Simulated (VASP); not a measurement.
Set up this calculation in VASP 6.6.1, as the native input.

```yaml
Task: relaxation of cell and atoms
Functional: PBEsol
Potentials_or_basis: VASP PAW PBE potentials, release 64 (Ca_sv, Se)
Cutoff: 600 eV
k_mesh: 6 × 6 × 6
Occupations: gaussian, width 0.02 eV
Spin: no spin polarisation
Dipole_correction: no
Further_INCAR_settings: ALGO = Normal; EDIFF = 1e-06; IBRION = 2; EDIFFG = -0.01; NSW = 80; ISIF = 3
```

The structure of CaSe lies in POSCAR:

```
CaSe
1.0
    4.9611864757      0.0000000000      0.0000000000
   -2.4805932378      4.2965135209      0.0000000000
    0.0000000000      0.0000000000      5.8088963260
Ca Se
2 2
Direct
    0.6666666667      0.3333333333      0.4375664890
    0.3333333333      0.6666666667      0.9375664890
    0.3333333333      0.6666666667      0.4374325110
    0.6666666667      0.3333333333      0.9374325110
```

The input as run:

INCAR

```
SYSTEM = CaSe
PREC     = Accurate       ! precision mode
ENCUT    = 600            ! plane-wave cutoff, eV
EDIFF    = 1E-6           ! SCF threshold, eV
ISMEAR   = 0              ! smearing method
SIGMA    = 0.02           ! smearing width, eV
LREAL    = .False.        ! projectors in reciprocal space
LASPH    = .True.         ! aspherical terms in the spheres
NELM     = 100            ! most SCF steps
ALGO     = Normal         ! electronic algorithm
ISIF     = 3              ! what is computed and relaxed
LWAVE    = .False.        ! write WAVECAR
LCHARG   = .False.        ! write CHGCAR
GGA      = PS             ! functional
IBRION   = 2              ! ionic algorithm
NSW      = 80             ! ionic steps
EDIFFG   = -0.01          ! ionic threshold
```

KPOINTS

```
Automatic mesh
0
Gamma
  6 6 6
  0 0 0
```

Potentials or basis: VASP PAW PBE potentials, release 64 (Ca_sv, Se).

Command:

```sh
$ cat potpaw_PBE.64/Ca_sv/POTCAR potpaw_PBE.64/Se/POTCAR > POTCAR
$ mpirun -np 1 vasp_std > vasp.out
```

It gave:

The relaxed volume is 31.09 Å³/atom. The relaxed cell is a = 4.969 Å, b = 4.969 Å, c = 5.817 Å, α = 90.00°, β = 90.00°, γ = 120.00°, the space group after relaxing (to 0.1 Å) is P6_3/mmc (No. 194) and the energy gained by relaxing is 0.1 meV/atom. The ionic steps are 3. The pressure after relaxing is 0.0 GPa and the band gap on the k mesh is 2.31 eV (least direct gap 2.46 eV).

Caveat: the PAW data sets were made with another functional, which shifts forces and pressure a little.

Run time: 4.7 min on 1 thread of AMD EPYC 7R13 (shared host), peak memory 0.29 GiB.
